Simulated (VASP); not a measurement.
# NbTe4Mo (P-6m2) in VASP: relaxation of cell and atoms with PBE

Aim: the relaxation of cell and atoms of NbTe4Mo with PBE.

All numbers are computed with VASP 6.6.1; they aren't measurements. Logs are shortened: lines on timing, memory, paths and dates and some standing lists are left out, and cuts for length are marked.

### Step 1. The cell of the first run

Symmetry: P-6m2, No. 187, hexagonal system. The conventional cell has a = 3.631 Å, b = 3.631 Å, c = 14.719 Å, α = 90.00°, β = 90.00°, γ = 120.00°. Within 3.7 Å of Nb (site symmetry -6m2) lie 6 Te at 2.80 Å and 6 Nb at 3.63 Å. Te (site symmetry 3m) has 3 Nb at 2.80 Å and 7 Te at 3.63 to 3.72 Å within 3.8 Å. Within 3.7 Å of Te (site symmetry 3m) lie 3 Mo at 2.75 Å and 7 Te at 3.57 to 3.63 Å. Within 3.7 Å of Mo (site symmetry -6m2) lie 6 Te at 2.75 Å and 6 Mo at 3.63 Å.

### Step 2. Relaxation of cell and atoms, PBE

Input file INCAR:

```
SYSTEM = NbTe4Mo
ALGO = Normal ; EDIFF = 1E-6
EDIFFG = -0.01 ; ENCUT = 600
GGA = PE ; IBRION = 2
ISIF = 3 ; ISMEAR = 0
LASPH = .True. ; LCHARG = .False.
LREAL = .False. ; LWAVE = .False.
NELM = 100 ; NSW = 100
PREC = Accurate ; SIGMA = 0.1
```

Input file KPOINTS:

```
k-points
0
Gamma
  12 12 4
  0 0 0
```

Input file POSCAR:

```
NbTe4Mo
1.0
    3.6309656547      0.0000000000      0.0000000000
   -1.8154828273      3.1445084972      0.0000000000
    0.0000000000      0.0000000000     14.7190772891
Nb Te Mo
1 4 1
Direct
    0.6666666667      0.3333333333      0.5000000000
    0.3333333333      0.6666666667      0.3734703096
    0.6666666667      0.3333333333      0.8788137700
    0.3333333333      0.6666666667      0.6265296904
    0.6666666667      0.3333333333      0.1211862300
    0.3333333333      0.6666666667      0.0000000000
```

Potentials or basis: VASP PAW PBE potentials, release 64 (Nb_sv, Te, Mo_sv).

The run is started by

```bash
$ cat potpaw_PBE.64/Nb_sv/POTCAR potpaw_PBE.64/Te/POTCAR potpaw_PBE.64/Mo_sv/POTCAR > POTCAR
$ mpirun -np 1 vasp_std > vasp.out
```

OUTCAR:

```text
SYSTEM = NbTe4Mo
   EDIFF = 1E-6
   EDIFFG = -0.01
   ENCUT = 600
   GGA = PE
   IBRION = 2
   ISIF = 3
   ISMEAR = 0
   LASPH = .True.
   LREAL = .False.
   NELM = 100
   NSW = 100
   PREC = Accurate

 ion  position               nearest neighbor table
   1  0.667  0.333  0.500-   2 2.80   4 2.80   2 2.80   4 2.80   2 2.80   4 2.80
   2  0.333  0.667  0.373-   1 2.80   1 2.80   1 2.80
   3  0.667  0.333  0.879-   6 2.75   6 2.75   6 2.75   5 3.57
   4  0.333  0.667  0.627-   1 2.80   1 2.80   1 2.80
   5  0.667  0.333  0.121-   6 2.75   6 2.75   6 2.75   3 3.57
   6  0.333  0.667  0.000-   3 2.75   5 2.75   3 2.75   5 2.75   3 2.75   5 2.75

  LATTYP: Found a hexagonal cell.
 ALAT       =     3.6309656547
 C/A-ratio  =     4.0537638438

  Lattice vectors:

 A1 = (   3.6309656547,   0.0000000000,   0.0000000000)
 A2 = (  -1.8154828273,   3.1445084972,   0.0000000000)
 A3 = (   0.0000000000,   0.0000000000,  14.7190772891)

Analysis of symmetry for initial positions (statically):
=====================================================================
 Subroutine PRICEL returns:
 Original cell was already a primitive cell.

 Routine SETGRP: Setting up the symmetry group for a
 hexagonal supercell.

 Subroutine GETGRP returns: Found 12 space group operations
 (whereof 12 operations were pure point group operations)
 out of a pool of 24 trial point group operations.

The static configuration has the point symmetry D_3h.

Analysis of symmetry for dynamics (positions and initial velocities):
=====================================================================
 Subroutine PRICEL returns:
 Original cell was already a primitive cell.

 Routine SETGRP: Setting up the symmetry group for a
 hexagonal supercell.

 Subroutine GETGRP returns: Found 12 space group operations
 (whereof 12 operations were pure point group operations)
 out of a pool of 24 trial point group operations.

The dynamic configuration has the point symmetry D_3h.

 Subroutine INISYM returns: Found 12 space group operations
 (whereof 12 operations are pure point group operations),
 and found     1 'primitive' translations

----------------------------------------------------------------------------------------

                                     Primitive cell

  volume of cell :     168.0566

  direct lattice vectors                    reciprocal lattice vectors
     3.630965655  0.000000000  0.000000000     0.275408829  0.159007362  0.000000000
    -1.815482827  3.144508497  0.000000000     0.000000000  0.318014723  0.000000000
     0.000000000  0.000000000 14.719077289     0.000000000  0.000000000  0.067939041

  length of vectors
     3.630965655  3.630965655 14.719077289     0.318014723  0.318014723  0.067939041

  position of ions in fractional coordinates (direct lattice)
     0.666666667  0.333333333  0.500000000
     0.333333333  0.666666667  0.373470310
     0.666666667  0.333333333  0.878813770
     0.333333333  0.666666667  0.626529690
     0.666666667  0.333333333  0.121186230
     0.333333333  0.666666667  0.000000000

  ion indices of the primitive-cell ions
   primitive index   ion index
                 1           1
                 2           2
                 3           3
                 4           4
                 5           5
                 6           6

----------------------------------------------------------------------------------------

 KPOINTS: k-points

Automatic generation of k-mesh.
 Grid dimensions read from file:
 generate k-points for:   12   12    4

 Generating k-lattice:

  Cartesian coordinates                     Fractional coordinates (reciprocal lattice)
     0.022950736  0.013250613  0.000000000     0.083333333  0.000000000  0.000000000
     0.000000000  0.026501227  0.000000000     0.000000000  0.083333333  0.000000000
     0.000000000  0.000000000  0.016984760     0.000000000  0.000000000  0.250000000

  Length of vectors
     0.026501227  0.026501227  0.016984760

  Shift w.r.t. Gamma in fractional coordinates (k-lattice)
     0.000000000  0.000000000  0.000000000

 Subroutine IBZKPT returns following result:
 ===========================================

 Found     57 irreducible k-points:

 Following reciprocal coordinates:
            Coordinates               Weight
  0.000000  0.000000  0.000000      1.000000
  0.083333 -0.000000  0.000000      6.000000
  0.166667  0.000000  0.000000      6.000000
  0.250000  0.000000  0.000000      6.000000
  0.333333  0.000000  0.000000      6.000000
  0.416667  0.000000  0.000000      6.000000
[... 16 lines left out ...]
  0.250000  0.000000  0.250000     12.000000
  0.333333  0.000000  0.250000     12.000000
 [... further k-points ...]
   k-points           NKPTS =     57   k-points in BZ     NKDIM =     57   number of bands    NBANDS=     30
   number of dos      NEDOS =    301   number of ions     NIONS =      6
   total plane-waves  NPLWV = 108000
   dimension x,y,z NGX =    30 NGY =   30 NGZ =  120
   dimension x,y,z NGXF=    60 NGYF=   60 NGZF=  240
   ions per type =               1   4   1
   NGX,Y,Z   is equivalent  to a cutoff of  13.74, 13.74, 13.55 a.u.
   NGXF,Y,Z  is equivalent  to a cutoff of  27.47, 27.47, 27.11 a.u.
 SYSTEM =  NbTe4Mo
   PREC   = accura    normal or accurate (medium, high low for compatibility)
   ISTART =      0    job   : 0-new  1-cont  2-samecut
   ICHARG =      2    charge: 1-file 2-atom 10-const
   ISPIN  =      1    spin polarized calculation?
   LNONCOLLINEAR =      F non collinear calculations
   LSORBIT =      F    spin-orbit coupling
   LASPH  =      T    aspherical Exc in radial PAW
   ENCUT  =  600.0 eV  44.10 Ry    6.64 a.u.   7.25  7.25 29.40*2*pi/ulx,y,z
   NELM   =    100;   NELMIN=  2; NELMDL= -5     # of ELM steps
   EDIFF  = 0.1E-05   stopping-criterion for ELM
   LREAL  =      F    real-space projection
   EDIFFG = -.1E-01   stopping-criterion for IOM
   NSW    =    100    number of steps for IOM
   IBRION =      2    ionic relax: 0-MD 1-quasi-New 2-CG
   NFREE  =      1    steps in history (QN), initial steepest desc. (CG)
   ISIF   =      3    stress and relaxation
   ISYM   =      2    0-nonsym 1-usesym 2-fastsym
   POTIM  = 0.5000    time-step for ionic-motion
   TEBEG  =    0.0;   TEEND  =   0.0 temperature during run
   PSTRESS=    0.0 pullay stress
   NELECT =      51.0000    total number of electrons
   NUPDOWN=      -1.0000    fix difference up-down
   EMIN   =  10.00;   EMAX   =-10.00  energy-range for DOS
   EFERMI =   0.00;   METHOD = LEGACY
   ISMEAR =     0;   SIGMA  =   0.10  broadening in eV -4-tet -1-fermi 0-gaus
   EFERMI_NEDOS =   21; number of points for ismear=-14 and -15
   IALGO  =     38    algorithm
   IMIX   =      4    mixing-type and parameters
     AMIX     =   0.40;   BMIX     =  1.00
     AMIX_MAG =   1.60;   BMIX_MAG =  1.00
  volume/ion in A,a.u.               =      28.01       189.02
  Fermi-wavevector in a.u.,A,eV,Ry     =   1.100136  2.078956 16.467122  1.210299
  Thomas-Fermi vector in A             =   2.236542
   LORBIT       =      0    0 simple, 1 ext, 2 COOP (PROOUT), +10 PAW based schemes
   GGA     = PE    functional components
   LHFCALC =     F    Hartree Fock is set to
   AEXX    =    0.0000 exact exchange contribution
   IVDW    =     0    specifies the selected vdW correction
   LEPSILON=     F    determine dielectric tensor
   LRPA    =     F    only Hartree local field effects (RPA)
 conjugate gradient relaxation of ions
 non-spin polarized calculation
 Gauss-broadening in eV      SIGMA  =   0.10
  energy-cutoff  :      600.00
  volume of cell :      168.06
 maximum number of plane-waves:      5662
 NGX is ok and might be reduce to    30
   NGX = 15   NGY = 15   NGZ = 59

--------------------------------------- Ionic step        1  -------------------------------------------

 number of electron      51.0000000 magnetization

 Free energy of the ion-electron system (eV)
  ---------------------------------------------------
  ext. energy  EPLUGINS =         0.00000000
  ---------------------------------------------------
  free energy    TOTEN  =       -35.82424225 eV

  energy without entropy =      -35.80542594  energy(sigma->0) =      -35.81483410

------------------------ aborting loop because EDIFF is reached ----------------------------------------

  FORCE on cell =-STRESS in cart. coord.  units (eV):
  Direction    XX          YY          ZZ          XY          YZ          ZX
  --------------------------------------------------------------------------------------
  -------------------------------------------------------------------------------------
  Total       -0.3641304     -0.3641304     -0.0527585     -0.0000000      0.0000000     -0.0000000
  in kB       -3.4714586     -3.4714586     -0.5029763     -0.0000000      0.0000000     -0.0000000
  external PRESSURE =      -2.4819645 kB  Pullay stress =       0.0000000 kB

 VOLUME and BASIS-vectors are now :
 -----------------------------------------------------------------------------
  energy-cutoff  :      600.00
  volume of cell :      168.06
      direct lattice vectors                 reciprocal lattice vectors
     3.630965655  0.000000000  0.000000000     0.275408829  0.159007362  0.000000000
    -1.815482827  3.144508497  0.000000000     0.000000000  0.318014723  0.000000000
     0.000000000  0.000000000 14.719077289     0.000000000  0.000000000  0.067939041
[... 81 lines left out ...]
 POSITION                                       TOTAL-FORCE (eV/Angst)
 -----------------------------------------------------------------------------------
      1.81206      1.04619      7.35753        -0.000000      0.000000      0.000000
     -0.00000      2.09238      5.49514         0.000000     -0.000000     -0.047359
      1.81206      1.04619     12.93265         0.000000     -0.000000     -0.021163
     -0.00000      2.09238      9.21991         0.000000      0.000000      0.047359
      1.81206      1.04619      1.78241         0.000000      0.000000      0.021163
     -0.00000      2.09238     14.71505         0.000000     -0.000000     -0.000000
 -----------------------------------------------------------------------------------
    total drift:                                0.000000     -0.000000      0.000000

  FREE ENERGIE OF THE ION-ELECTRON SYSTEM (eV)
  ---------------------------------------------------
  free  energy   TOTEN  =       -35.8249752019 eV

  energy  without entropy=      -35.8061763735  energy(sigma->0) =      -35.81557579

--------------------------------------- Ionic step        4  -------------------------------------------

 number of electron      51.0000000 magnetization

 Free energy of the ion-electron system (eV)
  ---------------------------------------------------
  ext. energy  EPLUGINS =         0.00000000
  ---------------------------------------------------
  free energy    TOTEN  =       -35.82524031 eV

  energy without entropy =      -35.80638094  energy(sigma->0) =      -35.81581063

 E-fermi :   6.8586     XC(G=0):  -9.8433

 val. band max:        6.7935649099   @ k =   0.1667   0.0833   0.5000
 cond. band min:       6.8587189866   @ k =   0.2500   0.1667   0.0000
 fundamental gap:      0.0651540767
 Fermi energy:         6.8585917332

 k-point     1 :       0.0000    0.0000    0.0000
  band No.  band energies     occupation
      1     -54.0451      2.00000
      2     -48.0397      2.00000
      3     -28.1584      2.00000
      4     -28.1024      2.00000
      5     -28.1024      2.00000
      6     -24.1007      2.00000
[... 781 lines left out ...]
     29       8.8694      0.00000
     30       9.0677      0.00000

 [... further k-points ...]

------------------------ aborting loop because EDIFF is reached ----------------------------------------

  FORCE on cell =-STRESS in cart. coord.  units (eV):
  Direction    XX          YY          ZZ          XY          YZ          ZX
  --------------------------------------------------------------------------------------
  -------------------------------------------------------------------------------------
  Total        0.0088458      0.0088458     -0.0411532      0.0000000      0.0000000      0.0000000
  in kB        0.0846981      0.0846981     -0.3940375      0.0000000      0.0000000      0.0000000
  external PRESSURE =      -0.0748804 kB  Pullay stress =       0.0000000 kB

 VOLUME and BASIS-vectors are now :
 -----------------------------------------------------------------------------
  energy-cutoff  :      600.00
  volume of cell :      167.33
      direct lattice vectors                 reciprocal lattice vectors
     3.620715246 -0.000000000 -0.000000000     0.276188524  0.159457519 -0.000000000
    -1.810357623  3.135631382 -0.000000000     0.000000000  0.318915038 -0.000000000
    -0.000000000  0.000000000 14.738630502     0.000000000  0.000000000  0.067848909

 POSITION                                       TOTAL-FORCE (eV/Angst)
 -----------------------------------------------------------------------------------
      1.81036      1.04521      7.36932        -0.000000      0.000000      0.000000
     -0.00000      2.09042      5.50159         0.000000     -0.000000     -0.001160
      1.81036      1.04521     12.95282         0.000000      0.000000      0.006979
     -0.00000      2.09042      9.23704         0.000000      0.000000      0.001160
      1.81036      1.04521      1.78581         0.000000     -0.000000     -0.006979
     -0.00000      2.09042     -0.00000         0.000000     -0.000000      0.000000
 -----------------------------------------------------------------------------------
    total drift:                                0.000000     -0.000000      0.000000

  FREE ENERGIE OF THE ION-ELECTRON SYSTEM (eV)
  ---------------------------------------------------
  free  energy   TOTEN  =       -35.8252403083 eV

  energy  without entropy=      -35.8063809442  energy(sigma->0) =      -35.81581063

 reached required accuracy - stopping structural energy minimisation
```

It took 19 min on 1 thread of Intel Xeon 6975P-C (Granite Rapids), shared host; peak memory 0.58 GiB.

What came out:

```yaml
Free_energy: -35.8252 eV
Relaxed_volume: 27.89 Å³/atom
Relaxed_cell: a = 3.621 Å, b = 3.621 Å, c = 14.739 Å, α = 90.00°, β = 90.00°, γ = 120.00°
Space_group_after_relaxing_to_0.1_Å: P-6m2 (No. 187)
Energy_gained_by_relaxing: 0.2 meV/atom
Ionic_steps: 4
Pressure_after_relaxing: 0.0 GPa
Largest_force_after_relaxing: 0.007 eV/Å
Band_gap_on_the_k_mesh: zero (an odd number of electrons rules out a gap without spin polarisation)
```

Forces in eV/Å, atoms in the order of the input:
```
Nb   0.000  0.000  0.000
Te   0.000  0.000 -0.001
Te   0.000  0.000  0.007
Te   0.000  0.000  0.001
Te   0.000  0.000 -0.007
Mo   0.000  0.000  0.000
```

Step by step:
```
step  energy change (eV)  largest force (eV/Å)  pressure (GPa)  volume (Å³)
   1              0.0000                0.0275           -0.25       168.06
   2             -0.0005                0.0642            0.24       167.00
   3             -0.0007                0.0474            0.07       167.38
   4             -0.0010                0.0070           -0.01       167.33
```

Final structure:
```
CELL_PARAMETERS angstrom
3.62072 0.00000 0.00000
-1.81036 3.13563 0.00000
0.00000 0.00000 14.73863
ATOMIC_POSITIONS crystal
Nb 0.66667 0.33333 0.50000
Te 0.33333 0.66667 0.37328
Te 0.66667 0.33333 0.87883
Te 0.33333 0.66667 0.62672
Te 0.66667 0.33333 0.12117
Mo 0.33333 0.66667 0.00000
```

Caveat: spin-orbit coupling is left out, which moves the levels of the heavy elements; this functional lacks dispersion, which binds layers or chains, so the pressure and a relaxed spacing across them are unreliable.

The gap in the log of VASP goes by the Fermi energy; the results here count the filled bands.